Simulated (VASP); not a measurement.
# HfN (P6_3/mmc) in VASP: further runs, part 2 of 2

VASP 6.6.1. Earlier steps stand in the parts before.

### Step 4. Single point, PBEsol

This run uses another cell than the first one, of 11.30 Å³/atom, 0.987 times its volume.

File INCAR:

```
SYSTEM = HfN
PREC = Accurate
ENCUT = 520
EDIFF = 1E-6
ISMEAR = -1
SIGMA = 0.15
LREAL = .FALSE.
LASPH = .TRUE.
NELM = 80
ALGO = Normal
ISIF = 2
LWAVE = .FALSE.
LCHARG = .FALSE.
GGA = PS
NBANDS = 23
```

File KPOINTS:

```
regular mesh
0
G
  18 18 8
  0 0 0
```

File POSCAR:

```
HfN
1.0
    3.1154859790      0.0000000000      0.0000000000
   -1.5577429895      2.6980900029      0.0000000000
    0.0000000000      0.0000000000      5.3778921237
Hf N
2 2
Direct
    0.6666666667      0.3333333333      0.7500000000
    0.3333333333      0.6666666667      0.2500000000
    0.0000000000      0.0000000000      0.0000000000
    0.0000000000      0.0000000000      0.5000000000
```

Potentials or basis: VASP PAW PBE potentials, release 64 (Hf_pv, N).

Command:

```bash
cat potpaw_PBE.64/Hf_pv/POTCAR potpaw_PBE.64/N/POTCAR > POTCAR
mpirun -np 1 vasp_std > vasp.out
```

OUTCAR:

```text
SYSTEM = HfN
   PREC = Accurate
   ENCUT = 520
   EDIFF = 1E-6
   ISMEAR = -1
   LREAL = .FALSE.
   LASPH = .TRUE.
   NELM = 80
   ISIF = 2
   GGA = PS

 ion  position               nearest neighbor table
   1  0.667  0.333  0.750-   3 2.25   4 2.25   3 2.25   4 2.25   3 2.25   4 2.25   2 3.24   2 3.24
                             2 3.24   2 3.24   2 3.24   2 3.24
   2  0.333  0.667  0.250-   3 2.25   4 2.25   3 2.25   4 2.25   3 2.25   4 2.25   1 3.24   1 3.24
                             1 3.24   1 3.24   1 3.24   1 3.24
   3  0.000  0.000  0.000-   1 2.25   2 2.25   2 2.25   1 2.25   1 2.25   2 2.25
   4  0.000  0.000  0.500-   1 2.25   2 2.25   2 2.25   1 2.25   1 2.25   2 2.25

[... 828 lines left out ...]
  -------------------------------------------------------------------------------------
  Total        0.2522061      0.2522061      0.2839199      0.0000000      0.0000000     -0.0000000
  in kB        8.9386475      8.9386475     10.0626421      0.0000000      0.0000000     -0.0000000
  external PRESSURE =       9.3133124 kB  Pullay stress =       0.0000000 kB

 VOLUME and BASIS-vectors are now :
 -----------------------------------------------------------------------------
  energy-cutoff  :      520.00
  volume of cell :       45.21
      direct lattice vectors                 reciprocal lattice vectors
     3.115485979  0.000000000  0.000000000     0.320977211  0.185316279  0.000000000
    -1.557742989  2.698090003  0.000000000     0.000000000  0.370632558  0.000000000
     0.000000000  0.000000000  5.377892124     0.000000000  0.000000000  0.185946460

 POSITION                                       TOTAL-FORCE (eV/Angst)
 -----------------------------------------------------------------------------------
      1.55774      0.89936      4.03342         0.000000      0.000000      0.000000
     -0.00000      1.79873      1.34447        -0.000000     -0.000000      0.000000
      0.00000      0.00000      0.00000        -0.000000     -0.000000      0.000000
      0.00000      0.00000      2.68895        -0.000000     -0.000000      0.000000
 -----------------------------------------------------------------------------------
    total drift:                               -0.000000      0.000000     -0.000000

  FREE ENERGIE OF THE ION-ELECTRON SYSTEM (eV)
  ---------------------------------------------------
  free  energy   TOTEN  =       -45.9033027357 eV

  energy  without entropy=      -45.8359368067  energy(sigma->0) =      -45.86961977
```

OSZICAR:

```text
N       E                     dE             d eps       ncg     rms          rms(c)
DAV:   1     0.109675418285E+03    0.10968E+03   -0.16524E+04  8510   0.131E+03
DAV:   2    -0.453103882022E+02   -0.15499E+03   -0.14688E+03 10947   0.316E+02
DAV:   3    -0.514321307167E+02   -0.61217E+01   -0.60679E+01 11088   0.502E+01
DAV:   4    -0.514823381127E+02   -0.50207E-01   -0.50167E-01  9781   0.490E+00
DAV:   5    -0.514829245839E+02   -0.58647E-03   -0.58635E-03 11454   0.438E-01    0.783E+01
DAV:   6    -0.460826261879E+02    0.54003E+01   -0.23875E+01 10273   0.255E+01    0.589E+01
DAV:   7    -0.459446928183E+02    0.13793E+00   -0.18733E+00 10009   0.827E+00    0.212E+01
DAV:   8    -0.459104977885E+02    0.34195E-01   -0.12998E-01 11215   0.227E+00    0.322E+00
DAV:   9    -0.459041969398E+02    0.63008E-02   -0.36918E-02  9679   0.110E+00    0.286E+00
DAV:  10    -0.459036375618E+02    0.55938E-03   -0.89049E-03 10428   0.579E-01    0.125E+00
DAV:  11    -0.459033021662E+02    0.33540E-03   -0.15554E-03 10523   0.249E-01    0.118E-01
DAV:  12    -0.459033031721E+02   -0.10058E-05   -0.74811E-05 10376   0.595E-02    0.125E-01
DAV:  13    -0.459033027357E+02    0.43634E-06   -0.60723E-06  9293   0.146E-02
   1 F= -.45903303E+02 E0= -.45869620E+02  d E =-.673659E-01
```

Run time: 54 s. Hardware: 1 thread of Intel Xeon 6975P-C (Granite Rapids), shared host; peak memory 0.28 GiB.

What came out:

| Quantity | Value |
| --- | --- |
| Free energy | -45.9033 eV |
| Pressure | 0.9 GPa |
| Band gap on the k mesh | zero (band 15 reaches 9.85 eV, above the bottom of band 16 at 7.46 eV) |

Levels at points of the mesh, in eV from the Fermi level:
| k point | band 13 | band 14 | band 15 | band 16 | band 17 | band 18 |
| --- | --- | --- | --- | --- | --- | --- |
| (0.00, 0.00, 0.00) | -3.60 | -1.67 | -0.61 | 0.74 | 0.74 | 1.20 |
| (0.50, 0.00, 0.00) | -3.23 | -2.84 | -2.38 | 2.56 | 2.84 | 4.57 |
| (0.00, 0.00, 0.50) | -4.42 | -4.42 | 1.94 | 1.94 | 3.00 | 3.00 |
| (0.50, 0.00, 0.50) | -4.50 | -4.50 | -0.23 | -0.23 | 4.88 | 4.88 |

Caveat: the PAW data sets were made with another functional, which shifts forces and pressure a little; spin-orbit coupling is left out, which moves the levels of the heavy elements.

### Step 5. Single point, PBEsol

This run uses another cell than the first one, of 11.42 Å³/atom, 0.997 times its volume.

File INCAR:

```
ALGO = Normal ; EDIFF = 1E-6
ENCUT = 520 ; GGA = PS
ISIF = 2 ; ISMEAR = 0
LASPH = T ; LCHARG = F
LREAL = F ; LWAVE = F
NBANDS = 23 ; NELM = 60
PREC = Accurate ; SIGMA = 0.1
```

File KPOINTS:

```
k-points
0
Gamma
  18 18 8
```

File POSCAR:

```
HfN
1.0
    3.1277073043      0.0000000000      0.0000000000
   -1.5638536522      2.7086739811      0.0000000000
    0.0000000000      0.0000000000      5.3909359289
Hf N
2 2
Direct
    0.6666666667      0.3333333333      0.7500000000
    0.3333333333      0.6666666667      0.2500000000
    0.0000000000      0.0000000000      0.0000000000
    0.0000000000      0.0000000000      0.5000000000
```

Potentials or basis: VASP PAW PBE potentials, release 64 (Hf_pv, N).

Command:

```bash
cat potpaw_PBE.64/Hf_pv/POTCAR potpaw_PBE.64/N/POTCAR > POTCAR
mpirun -np 1 vasp_std > vasp.out
```

OUTCAR:

```text
EDIFF = 1E-6
   ENCUT = 520
   GGA = PS
   ISIF = 2
   ISMEAR = 0
   LASPH = T
   LREAL = F
   NELM = 60
   PREC = Accurate

 ion  position               nearest neighbor table
   1  0.667  0.333  0.750-   3 2.25   4 2.25   3 2.25   4 2.25   3 2.25   4 2.25   2 3.24   2 3.24
                             2 3.24   2 3.24   2 3.24   2 3.24
   2  0.333  0.667  0.250-   3 2.25   4 2.25   3 2.25   4 2.25   3 2.25   4 2.25   1 3.24   1 3.24
                             1 3.24   1 3.24   1 3.24   1 3.24
[... 824 lines left out ...]

 [... further k-points ...]
[... 5 lines left out ...]
  --------------------------------------------------------------------------------------
  -------------------------------------------------------------------------------------
  Total       -0.6061616     -0.6061616     -0.5767902      0.0000000      0.0000000      0.0000000
  in kB      -21.2643428    -21.2643428    -20.2339871      0.0000000      0.0000000      0.0000000
  external PRESSURE =     -20.9208909 kB  Pullay stress =       0.0000000 kB

 VOLUME and BASIS-vectors are now :
 -----------------------------------------------------------------------------
  energy-cutoff  :      520.00
  volume of cell :       45.67
      direct lattice vectors                 reciprocal lattice vectors
     3.127707304  0.000000000  0.000000000     0.319723012  0.184592167  0.000000000
    -1.563853652  2.708673981  0.000000000     0.000000000  0.369184334  0.000000000
     0.000000000  0.000000000  5.390935929     0.000000000  0.000000000  0.185496547

 POSITION                                       TOTAL-FORCE (eV/Angst)
 -----------------------------------------------------------------------------------
      1.56385      0.90289      4.04320         0.000000     -0.000000      0.000000
     -0.00000      1.80578      1.34773        -0.000000      0.000000      0.000000
      0.00000      0.00000      0.00000         0.000000      0.000000      0.000000
      0.00000      0.00000      2.69547        -0.000000      0.000000      0.000000
 -----------------------------------------------------------------------------------
    total drift:                               -0.000000      0.000000     -0.000000

  FREE ENERGIE OF THE ION-ELECTRON SYSTEM (eV)
  ---------------------------------------------------
  free  energy   TOTEN  =       -45.8737276367 eV

  energy  without entropy=      -45.8710351317  energy(sigma->0) =      -45.87238138
```

Wall time 51 s (1 thread of Intel Xeon 6975P-C (Granite Rapids), shared host); peak memory 0.28 GiB.

What came out:

```
Free energy            : -45.8737 eV
Pressure               : -2.1 GPa
Band gap on the k mesh : zero (band 15 reaches 9.73 eV, above the bottom of band 16 at 7.38 eV)
```

Caveat: the PAW data sets were made with another functional, which shifts forces and pressure a little; spin-orbit coupling is left out, which moves the levels of the heavy elements.

### Step 6. Single point, PBEsol

This run uses another cell than the first one, of 11.42 Å³/atom, 0.997 times its volume.

INCAR is that of step 5.

KPOINTS is that of step 5.

File POSCAR:

```
HfN
1.0
    3.1277072835      0.0000000000      0.0000000000
   -1.5638536418      2.7086739631      0.0000000000
    0.0000000000      0.0000000000      5.3909358951
Hf N
2 2
Direct
    0.6666666667      0.3333333333      0.7500000000
    0.3333333333      0.6666666667      0.2500000000
    0.0000000000      0.0000000000      0.0000000000
    0.0000000000      0.0000000000      0.5000000000
```

Potentials or basis: VASP PAW PBE potentials, release 64 (Hf_pv, N).

Command:

```bash
cat potpaw_PBE.64/Hf_pv/POTCAR potpaw_PBE.64/N/POTCAR > POTCAR
mpirun -np 1 vasp_std > vasp.out
```

OUTCAR:

```text
EDIFF = 1E-6
   ENCUT = 520
   GGA = PS
   ISIF = 2
   ISMEAR = 0
   LASPH = T
   LREAL = F
   NELM = 60
   PREC = Accurate

 ion  position               nearest neighbor table
   1  0.667  0.333  0.750-   3 2.25   4 2.25   3 2.25   4 2.25   3 2.25   4 2.25   2 3.24   2 3.24
                             2 3.24   2 3.24   2 3.24   2 3.24
   2  0.333  0.667  0.250-   3 2.25   4 2.25   3 2.25   4 2.25   3 2.25   4 2.25   1 3.24   1 3.24
                             1 3.24   1 3.24   1 3.24   1 3.24
   3  0.000  0.000  0.000-   1 2.25   2 2.25   1 2.25   2 2.25   1 2.25   2 2.25
   4  0.000  0.000  0.500-   1 2.25   2 2.25   1 2.25   2 2.25   1 2.25   2 2.25

  LATTYP: Found a hexagonal cell.
 ALAT       =     3.1277072835
 C/A-ratio  =     1.7236062734

  Lattice vectors:

 A1 = (   3.1277072835,   0.0000000000,   0.0000000000)
 A2 = (  -1.5638536418,   2.7086739631,   0.0000000000)
 A3 = (   0.0000000000,   0.0000000000,   5.3909358951)

Analysis of symmetry for initial positions (statically):
=====================================================================
 Subroutine PRICEL returns:
 Original cell was already a primitive cell.

 Routine SETGRP: Setting up the symmetry group for a
 hexagonal supercell.

 Subroutine GETGRP returns: Found 24 space group operations
 (whereof 12 operations were pure point group operations)
 out of a pool of 24 trial point group operations.

The static configuration has the point symmetry D_3d.
 The point group associated with its full space group is D_6h.

Analysis of symmetry for dynamics (positions and initial velocities):
=====================================================================
 Subroutine PRICEL returns:
 Original cell was already a primitive cell.

 Routine SETGRP: Setting up the symmetry group for a
 hexagonal supercell.

 Subroutine GETGRP returns: Found 24 space group operations
 (whereof 12 operations were pure point group operations)
[... 119 lines left out ...]
   NUPDOWN=      -1.0000    fix difference up-down
   EMIN   =  10.00;   EMAX   =-10.00  energy-range for DOS
   EFERMI =   0.00;   METHOD = LEGACY
   ISMEAR =     0;   SIGMA  =   0.10  broadening in eV -4-tet -1-fermi 0-gaus
   EFERMI_NEDOS =   21; number of points for ismear=-14 and -15
   IALGO  =     38    algorithm
   IMIX   =      4    mixing-type and parameters
     AMIX     =   0.40;   BMIX     =  1.00
     AMIX_MAG =   1.60;   BMIX_MAG =  1.00
  volume/ion in A,a.u.               =      11.42        77.05
  Fermi-wavevector in a.u.,A,eV,Ry     =   1.423092  2.689254 27.554386  2.025190
  Thomas-Fermi vector in A             =   2.543726
   LORBIT       =      0    0 simple, 1 ext, 2 COOP (PROOUT), +10 PAW based schemes
   GGA     = PS    functional components
   LHFCALC =     F    Hartree Fock is set to
   AEXX    =    0.0000 exact exchange contribution
   IVDW    =     0    specifies the selected vdW correction
   LEPSILON=     F    determine dielectric tensor
   LRPA    =     F    only Hartree local field effects (RPA)
 non-spin polarized calculation
 Gauss-broadening in eV      SIGMA  =   0.10
  energy-cutoff  :      520.00
  volume of cell :       45.67
 maximum number of plane-waves:      1251
 NGX is ok and might be reduce to    24
   NGX = 11   NGY = 11   NGZ = 21

 number of electron      29.9999999 magnetization

 Free energy of the ion-electron system (eV)
  ---------------------------------------------------
  ext. energy  EPLUGINS =         0.00000000
  ---------------------------------------------------
  free energy    TOTEN  =       -45.87372765 eV

  energy without entropy =      -45.87103514  energy(sigma->0) =      -45.87238140

 E-fermi :   7.8240     XC(G=0): -12.9494

 val. band max:        7.8185562716   @ k =   0.2222   0.0000   0.5000
 cond. band min:       7.8321003111   @ k =   0.3889   0.1667   0.5000
 fundamental gap:      0.0135440394
 Fermi energy:         7.8240094082

 k-point     1 :       0.0000    0.0000    0.0000
  band No.  band energies     occupation
      1     -23.8050      2.00000
      2     -22.8994      2.00000
      3     -22.8005      2.00000
      4     -22.8005      2.00000
      5     -22.7361      2.00000
      6     -22.7361      2.00000
[... 613 lines left out ...]
     22      14.2492      0.00000
     23      15.1570      0.00000

 [... further k-points ...]
[... 5 lines left out ...]
  --------------------------------------------------------------------------------------
  -------------------------------------------------------------------------------------
  Total       -0.6061600     -0.6061600     -0.5767887      0.0000000      0.0000000      0.0000000
  in kB      -21.2642881    -21.2642881    -20.2339320      0.0000000      0.0000000      0.0000000
  external PRESSURE =     -20.9208361 kB  Pullay stress =       0.0000000 kB

 VOLUME and BASIS-vectors are now :
 -----------------------------------------------------------------------------
  energy-cutoff  :      520.00
  volume of cell :       45.67
      direct lattice vectors                 reciprocal lattice vectors
     3.127707283  0.000000000  0.000000000     0.319723014  0.184592168  0.000000000
    -1.563853642  2.708673963  0.000000000     0.000000000  0.369184337  0.000000000
     0.000000000  0.000000000  5.390935895     0.000000000  0.000000000  0.185496548

 POSITION                                       TOTAL-FORCE (eV/Angst)
 -----------------------------------------------------------------------------------
      1.56385      0.90289      4.04320        -0.000000     -0.000000      0.000000
     -0.00000      1.80578      1.34773         0.000000      0.000000      0.000000
      0.00000      0.00000      0.00000         0.000000     -0.000000      0.000000
      0.00000      0.00000      2.69547         0.000000     -0.000000      0.000000
 -----------------------------------------------------------------------------------
    total drift:                               -0.000000      0.000000     -0.000000

  FREE ENERGIE OF THE ION-ELECTRON SYSTEM (eV)
  ---------------------------------------------------
  free  energy   TOTEN  =       -45.8737276477 eV

  energy  without entropy=      -45.8710351427  energy(sigma->0) =      -45.87238140
```

Wall time 51 s (1 thread of Intel Xeon 6975P-C (Granite Rapids), shared host); peak memory 0.28 GiB.

What came out:

- Free energy: -45.8737 eV
- Pressure: -2.1 GPa
- Band gap on the k mesh: zero (band 15 reaches 9.73 eV, above the bottom of band 16 at 7.38 eV)

Caveat: the PAW data sets were made with another functional, which shifts forces and pressure a little; spin-orbit coupling is left out, which moves the levels of the heavy elements.

### Step 7. Overview

```csv
cell,k mesh,smearing,gap on the mesh (eV),pressure (GPa)
"a = 3.096, b = 3.096, c = 5.514 Å, angles 90.0, 90.0, 120.0°, 4 atoms",15 × 15 × 8,gaussian 0.1 eV,none,-2.8
"a = 3.134, b = 3.134, c = 5.417 Å, angles 90.0, 90.0, 120.0°, 4 atoms",6 × 6 × 4,gaussian 0.1 eV,none,-4.3
"a = 3.115, b = 3.115, c = 5.378 Å, angles 90.0, 90.0, 120.0°, 4 atoms",18 × 18 × 8,fermi-dirac 0.15 eV,none,0.9
"a = 3.128, b = 3.128, c = 5.391 Å, angles 90.0, 90.0, 120.0°, 4 atoms",18 × 18 × 8,gaussian 0.1 eV,none,-2.1
```

Alike in all rows: task single point; level PBEsol; potentials or basis VASP PAW PBE potentials, release 64 (Hf_pv, N); no spin polarisation; cutoff (eV) 520.

Caveats: some runs use coarse meshes; the PAW data sets were made with another functional, which shifts forces and pressure a little; spin-orbit coupling is left out, which moves the levels of the heavy elements.

Total energies depend on the potentials used, so only differences within one code and one set of settings carry meaning.
